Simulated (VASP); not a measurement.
## MgO: single point with PBE

Crystal: MgO.

```
Mg O
1.0
     0.00000    2.07801    2.07801
     2.07801    0.00000    2.07801
     2.07801    2.07801    0.00000
Mg O
1 1
Direct
  0.00000 0.00000 0.00000
  0.50000 0.50000 0.50000
```

| Property | Result |
| --- | --- |
| Program | VASP 6.6.1 |
| Task | single point |
| Functional | PBE |
| Potentials or basis | VASP PAW PBE potentials, release 64 (Mg, O) |
| Cutoff | 600 eV |
| k mesh | 10 × 10 × 10 |
| Occupations | gaussian, width 0.02 eV |
| Spin | no spin polarisation |

- Pressure: 11.0 GPa
- Band gap on the k mesh: 5.13 eV

Levels at points of the mesh, in eV from the valence-band top:
```
           k point  band 1  band 2  band 3  band 4  band 5  band 6  band 7  band 8  band 9
(0.00, 0.00, 0.00)  -17.47    0.00    0.00    0.00    5.13   16.03   16.03   16.03   20.05
(0.50, 0.00, 0.00)  -16.09   -4.80   -0.70   -0.70    8.16   13.07   16.73   16.73   21.51
(0.50, 0.50, 0.00)  -15.81   -4.25   -1.40   -1.40    9.17   10.42   13.53   19.60   19.60
```

It took 12 s on 1 thread of Intel Xeon 8259CL (shared host), peak memory 0.15 GiB.

Caveat: the cell stands under pressure.
